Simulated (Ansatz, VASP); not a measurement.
## One calculation of C, two programs

```
C
1.0
    -2.58552    2.58552    2.58552
     2.58552   -2.58552    2.58552
     2.58552    2.58552   -2.58552
C
12
Direct
  0.12500 0.75000 0.87500
  0.75000 0.37500 0.62500
  0.62500 0.37500 0.25000
  0.75000 0.87500 0.12500
  0.12500 0.87500 0.25000
  0.25000 0.12500 0.87500
  0.87500 0.12500 0.75000
  0.37500 0.62500 0.75000
  0.37500 0.25000 0.62500
  0.87500 0.25000 0.12500
  0.25000 0.62500 0.37500
  0.62500 0.75000 0.37500
```

Alike in both runs: functional PBE; k mesh 8 × 8 × 8; occupations gaussian, width 0.02 eV; no spin polarisation.

Ansatz relaxed the structure, and its values are those at the end. VASP's run is a single point on that final structure, the one shown.

|  | VASP | Ansatz |
| --- | --- | --- |
| version | VASP 6.6.1 | Ansatz 0.2.0 |
| potentials or method | VASP PAW PBE potentials, release 64 (C), cutoff 520 eV | scalar-relativistic, plane waves, PAW |
| valence electrons in the cell | 48 | 48 |

Ansatz gave:

| Item | Value |
| --- | --- |
| gap on the k mesh at the Fermi level (eV) | 1.93 |
| least direct gap on the mesh (eV) | 1.93 |
| pressure (GPa) | 0.0 |

Task: What did VASP give for the same quantities?

Result: gap on the k mesh at the Fermi level (eV): 1.92; least direct gap on the mesh (eV): 1.92; pressure (GPa): 0.6.

With one functional, cell and mesh, what is left measures potentials, basis and numerics.
